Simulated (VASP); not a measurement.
HfO2:

```
CELL_PARAMETERS angstrom
3.62100 0.00000 0.00000
0.00000 3.62100 0.00000
0.00000 0.00000 5.28244
ATOMIC_POSITIONS crystal
Hf 0.00000 0.00000 0.00000
Hf 0.50000 0.50000 0.50000
O 0.00000 0.50000 0.30719
O 0.00000 0.50000 0.80719
O 0.50000 0.00000 0.69281
O 0.50000 0.00000 0.19281
```

| Property | Result |
| --- | --- |
| Program | VASP 6.6.1 |
| Task | relaxation of cell and atoms |
| Functional | PBE |
| Potentials or basis | VASP PAW PBE potentials, release 64 (Hf_pv, O) |
| Cutoff | 600 eV |
| k mesh | 6 × 6 × 4 |
| Occupations | gaussian, width 0.02 eV |
| Spin | no spin polarisation |

At the start: pressure -6.1 GPa; volume 11.54 Å³/atom.

How do energy, volume and symmetry change on relaxing?

Over 10 steps the energy falls by 6.1 meV/atom and the volume is 11.21 Å³/atom (-2.9 %); space group P4_2/nmc (No. 137, to 0.05 Å).

The path:
```csv
step,energy change (eV),largest force (eV/Å),pressure (GPa),volume (Å³)
1,0.0000,0.1049,-6.11,69.26
2,0.0471,0.3080,10.26,64.94
3,-0.0353,0.0475,-0.12,67.52
4,-0.0353,0.0506,-0.02,67.48
5,-0.0357,0.0442,-0.01,67.44
6,-0.0366,0.0254,0.02,67.32
7,-0.0361,0.0109,0.14,67.07
8,-0.0367,0.0111,0.07,67.23
9,-0.0367,0.0161,-0.24,67.28
10,-0.0368,0.0013,-0.05,67.25
```

Final structure:
```
Hf O
1.0
     3.58788    0.00000    0.00000
     0.00000    3.58788    0.00000
     0.00000    0.00000    5.22452
Hf O
2 4
Direct
  0.00000 0.00000 0.00000
  0.50000 0.50000 0.50000
  0.00000 0.50000 0.30482
  0.00000 0.50000 0.80482
  0.50000 0.00000 0.69518
  0.50000 0.00000 0.19518
```
